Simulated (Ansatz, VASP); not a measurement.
**One calculation of BN, two programs**

The input POSCAR:

```
BN
1.0
    0.0000000000      1.7458259350      1.7458259350
    1.7458259350      0.0000000000      1.7458259350
    1.7458259350      1.7458259350      0.0000000000
B N
1 1
Direct
    0.0000000000      0.0000000000      0.0000000000
    0.5000000000      0.5000000000      0.5000000000
```

INCAR.step1

```
  ALGO = Normal
  EDIFF = 1E-5
  ENCUT = 520
  GGA = PE
  ISIF = 2
  ISMEAR = 0
  LASPH = T
  LCHARG = F
  LREAL = F
  LWAVE = T
  NBANDS = 11
  NELM = 60
  PREC = Accurate
  SIGMA = 0.01
```

The input INCAR.step2:

```
  AEXX = 0.75
  ALGO = Normal
  EDIFF = 1E-6
  ENCUT = 520
  GGA = PE
  HFSCREEN = 0.2078
  ISIF = 2
  ISMEAR = 0
  ISTART = 1
  LASPH = T
  LCHARG = F
  LHFCALC = T
  LREAL = F
  LWAVE = F
  NBANDS = 11
  NELM = 60
  PREC = Accurate
  PRECFOCK = Normal
  SIGMA = 0.01
```

File KPOINTS:

```
k-points
0
Gamma
  6 6 6
```

Input for Ansatz:

```yaml
crystal:
  lattice:
    - [0.0, 1.745825935, 1.745825935]
    - [1.745825935, 0.0, 1.745825935]
    - [1.745825935, 1.745825935, 0.0]
  atoms:
    - { symbol: B, position: [0.0, 0.0, 0.0] }
    - { symbol: "N", position: [0.5, 0.5, 0.5] }
kpoints:
  mp_grid: { grid: [6, 6, 6] }
hamiltonian:
  xc:
    exchange: pbe
    correlation: pbe
    exx: { coeff: 0.75, omega: 0.2078 }
scf:
  occupations: { method: fixed }
  n_extra_bands: 4
output:
  forces: true
  stress: true
  eigenvalues: true
```

Alike in both runs: task single point; functional PBE-based screened hybrid; k mesh 6 × 6 × 6; no spin polarisation.

```csv
,VASP,Ansatz
version,VASP 6.6.1,Ansatz 0.2.0
potentials or method,"VASP PAW PBE potentials, release 64 (B, N)",plane waves
plane-wave cutoff (eV),520,420
occupations,"gaussian, width 0.01 eV",fixed
valence electrons in the cell,8,8
```

```tsv
	VASP	Ansatz	Ansatz less VASP
gap on the k mesh at the Fermi level (eV)	4.43	4.46	+0.025
```

VASP's potentials were made for PBE, not for PBE-based screened hybrid. Ansatz's warnings: stress exchange threshold loose, stress scf threshold loose.

The k mesh is coarse, so the values compare programs but aren't converged.
